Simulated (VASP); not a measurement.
# HfO2 (CdI2 type) (P-3m1) in VASP: further runs, part 2 of 2

VASP 6.6.1. The steps go on from the part before.

### 4 Relaxation of cell and atoms, PBE, target pressure 32 GPa, at which the enthalpy is minimised

This run uses another cell than the first one, of 9.93 Å³/atom, 0.917 times its volume.

INCAR reads:

```
PREC = Accurate
ENCUT = 600
EDIFF = 1E-6
ISMEAR = -1
SIGMA = 0.1
LREAL = F
LASPH = T
NELM = 80
ALGO = Normal
ISIF = 3
LWAVE = F
LCHARG = F
GGA = PE
IBRION = 2
NSW = 60
EDIFFG = -0.005
PSTRESS = 320.0
```

KPOINTS reads:

```
regular mesh
0
Gamma
  13 13 7
```

POSCAR reads:

```
HfO2
1.0
    2.7809817274      0.0000000000      0.0000000000
   -1.3904908637      2.4084008234      0.0000000000
    0.0000000000      0.0000000000      4.4495707638
Hf O
1 2
Direct
    0.0000000000      0.0000000000      0.0000000000
    0.3333333333      0.6666666667      0.2500000000
    0.6666666667      0.3333333333      0.7500000000
```

Started as:

```sh
$ cat potpaw_PBE.64/Hf_pv/POTCAR potpaw_PBE.64/O/POTCAR > POTCAR
$ mpirun -np 1 vasp_std > vasp.out
```

Wall time 5.1 min (1 thread of Intel Xeon 6975P-C (Granite Rapids), shared host); peak memory 0.23 GiB.

The run converged. Its results:

* Free energy: -29.0362 eV
* Relaxed volume: 10.75 Å³/atom
* Relaxed cell: a = 3.141 Å, b = 3.141 Å, c = 3.774 Å, α = 90.00°, β = 90.00°, γ = 120.00°
* Space group after relaxing (to 0.05 Å): P-3m1 (No. 164)
* Energy change on relaxing (the enthalpy is what falls): -862.1 meV/atom
* Ionic steps: 27
* Pressure after relaxing: 32.0 GPa
* Band gap on the k mesh: 3.28 eV, indirect (least direct gap 4.23 eV)

The path:
| step | energy change (eV) | largest force (eV/Å) | pressure (GPa) | volume (Å³) |
| --- | --- | --- | --- | --- |
| 1 | 0.0000 | 1.9470 | 99.74 | 29.80 |
| 2 | -0.0247 | 4.2842 | -41.28 | 50.87 |
| 3 | -2.5653 | 2.2655 | 11.52 | 36.01 |
| 4 | -2.4338 | 1.8837 | 19.55 | 35.12 |
| 5 | -2.3922 | 1.7812 | 21.74 | 34.90 |
| 6 | -2.8249 | 0.3582 | 27.19 | 33.73 |
| 7 | -2.8042 | 0.5503 | 27.85 | 33.59 |
| 8 | -2.7981 | 0.5955 | 27.99 | 33.55 |
| 9 | -2.5916 | 0.5643 | 36.05 | 32.36 |
| 10 | -2.5761 | 0.5600 | 36.61 | 32.28 |
| 11 | -2.5835 | 0.0367 | 33.08 | 32.23 |
| 12 | -2.5822 | 0.0565 | 32.48 | 32.22 |
| 13 | -2.5825 | 0.0434 | 32.54 | 32.23 |
| 14 | -2.5954 | 0.0268 | 31.97 | 32.29 |
| 15 | -2.6059 | 0.0134 | 31.51 | 32.34 |
| 16 | -2.5978 | 0.0269 | 31.93 | 32.30 |
| 17 | -2.5938 | 0.0457 | 32.15 | 32.28 |
| 18 | -2.5931 | 0.0335 | 32.00 | 32.27 |
| 19 | -2.5927 | 0.0261 | 31.88 | 32.27 |
| 20 | -2.5888 | 0.0166 | 31.97 | 32.25 |
| 21 | -2.5845 | 0.0059 | 32.09 | 32.23 |
| 22 | -2.5850 | 0.0070 | 32.12 | 32.23 |
| 23 | -2.5869 | 0.0124 | 32.04 | 32.24 |
| 24 | -2.5855 | 0.0091 | 32.03 | 32.24 |
| 25 | -2.5851 | 0.0076 | 32.07 | 32.23 |
| 26 | -2.5872 | 0.0060 | 31.92 | 32.24 |
| 27 | -2.5862 | 0.0012 | 31.99 | 32.24 |

Final structure:
```cif
data_structure
_symmetry_space_group_name_H-M 'P 1'
_symmetry_Int_Tables_number 1
_cell_length_a 3.1407
_cell_length_b 3.1407
_cell_length_c 3.7740
_cell_angle_alpha 90.000
_cell_angle_beta 90.000
_cell_angle_gamma 120.000
_cell_volume 32.24
loop_
_atom_site_label
_atom_site_type_symbol
_atom_site_fract_x
_atom_site_fract_y
_atom_site_fract_z
_atom_site_occupancy
Hf1 Hf 0.00000 0.00000 0.00000 1
O1 O 0.33333 0.66667 0.25188 1
O2 O 0.66667 0.33333 0.74812 1
```

Levels at points of the mesh, in eV from the valence-band top:
| k point | band 7 | band 8 | band 9 | band 10 | band 11 | band 12 | band 13 | band 14 | band 15 |
| --- | --- | --- | --- | --- | --- | --- | --- | --- | --- |
| (0.00, 0.00, 0.00) | -4.89 | -4.89 | -0.86 | -0.86 | 0.00 | 4.91 | 4.91 | 5.05 | 7.93 |

Caveat: the cell is relaxed towards a set pressure, so the enthalpy falls and the energy may rise; spin-orbit coupling is left out, which moves the levels of the heavy elements. A k mesh can miss the band edges.

### 5 Relaxation of cell and atoms, PBE, target pressure 32 GPa, at which the enthalpy is minimised

INCAR reads:

```
SYSTEM = HfO2
  PREC = Accurate
  ENCUT = 600
  EDIFF = 1E-7
  ISMEAR = -1
  SIGMA = 0.1
  LREAL = .FALSE.
  LASPH = .TRUE.
  NELM = 60
  ALGO = Normal
  ISIF = 3
  LWAVE = .FALSE.
  LCHARG = .FALSE.
  GGA = PE
  IBRION = 2
  NSW = 32
  EDIFFG = -0.005
  PSTRESS = 320.0
```

KPOINTS reads:

```
Automatic mesh
0
G
  13 13 7
  0 0 0
```

POSCAR reads:

```
HfO2
1.0
    3.1512356578      0.0000000000      0.0000000000
   -1.5756178289      2.7290501330      0.0000000000
    0.0000000000      0.0000000000      3.7788610324
Hf O
1 2
Direct
    0.0000000000      0.0000000000      0.0000000000
    0.3333333333      0.6666666667      0.2529814448
    0.6666666667      0.3333333333      0.7470185552
```

Started as:

```sh
$ cat potpaw_PBE.64/Hf_pv/POTCAR potpaw_PBE.64/O/POTCAR > POTCAR
$ mpirun -np 1 vasp_std > vasp.out
```

Run time: 1.7 min. Hardware: 1 thread of Intel Xeon 6975P-C (Granite Rapids), shared host; peak memory 0.22 GiB.

The run converged. Its results:

```
Free energy                                            : -29.0380 eV
Relaxed volume                                         : 10.74 Å³/atom
Relaxed cell                                           : a = 3.141 Å, b = 3.141 Å, c = 3.770 Å, α = 90.00°, β = 90.00°, γ = 120.00°
Space group after relaxing (to 0.05 Å)                 : P-3m1 (No. 164)
Energy change on relaxing (the enthalpy is what falls) : +17.6 meV/atom
Ionic steps                                            : 5
Pressure after relaxing                                : 32.1 GPa
Band gap on the k mesh                                 : 3.27 eV, indirect (least direct gap 4.22 eV)
```

Forces in eV/Å, atoms in the order of the input:
```
Hf   0.000  0.000  0.000
O    0.000  0.000 -0.003
O    0.000  0.000  0.003
```

Step by step:
```tsv
step	energy change (eV)	largest force (eV/Å)	pressure (GPa)	volume (Å³)
1	0.0000	0.2204	28.42	32.50
2	0.2546	0.5789	43.29	31.37
3	0.0544	0.0260	32.02	32.21
4	0.0556	0.0220	32.10	32.20
5	0.0527	0.0026	32.05	32.21
```

Final structure:
```cif
data_structure
_symmetry_space_group_name_H-M 'P 1'
_symmetry_Int_Tables_number 1
_cell_length_a 3.1410
_cell_length_b 3.1410
_cell_length_c 3.7701
_cell_angle_alpha 90.000
_cell_angle_beta 90.000
_cell_angle_gamma 120.000
_cell_volume 32.21
loop_
_atom_site_label
_atom_site_type_symbol
_atom_site_fract_x
_atom_site_fract_y
_atom_site_fract_z
_atom_site_occupancy
Hf1 Hf 0.00000 0.00000 0.00000 1
O1 O 0.33333 0.66667 0.25199 1
O2 O 0.66667 0.33333 0.74801 1
```

Levels at points of the mesh, in eV from the valence-band top:
```csv
k point,band 9,band 10,band 11,band 12,band 13,band 14
"(0.00, 0.00, 0.00)",-0.86,-0.86,0.00,4.90,4.90,5.04
```

Caveat: the cell is relaxed towards a set pressure, so the enthalpy falls and the energy may rise; spin-orbit coupling is left out, which moves the levels of the heavy elements. A k mesh can miss the band edges.

### 6 Summary

```tsv
task	cell	cutoff (eV)	gap on the mesh (eV)	pressure (GPa)	largest force (eV/Å)
single point	a = 3.151, b = 3.151, c = 3.779 Å, angles 90.0, 90.0, 120.0°, 3 atoms	520	3.21	28.7	0.22
single point	a = 3.152, b = 3.152, c = 3.777 Å, angles 90.0, 90.0, 120.0°, 3 atoms	520	3.20	28.6	0.22
relaxation of cell and atoms	relaxed to 32 GPa from a = 2.781, b = 2.781, c = 4.450 Å, angles 90.0, 90.0, 120.0°, 3 atoms	600	3.28	32.0	-
relaxation of cell and atoms	relaxed to 32 GPa from a = 3.151, b = 3.151, c = 3.779 Å, angles 90.0, 90.0, 120.0°, 3 atoms	600	3.27	32.1	-
```

Alike in all rows: level PBE; potentials or basis VASP PAW PBE potentials, release 64 (Hf_pv, O); no spin polarisation; k mesh 13 × 13 × 7; smearing fermi-dirac 0.1 eV.

Caveats: spin-orbit coupling is left out, which moves the levels of the heavy elements; the cell is relaxed towards a set pressure, so the enthalpy falls and the energy may rise (some runs).

Total energies depend on the potentials used, so only differences within one code and one set of settings carry meaning.
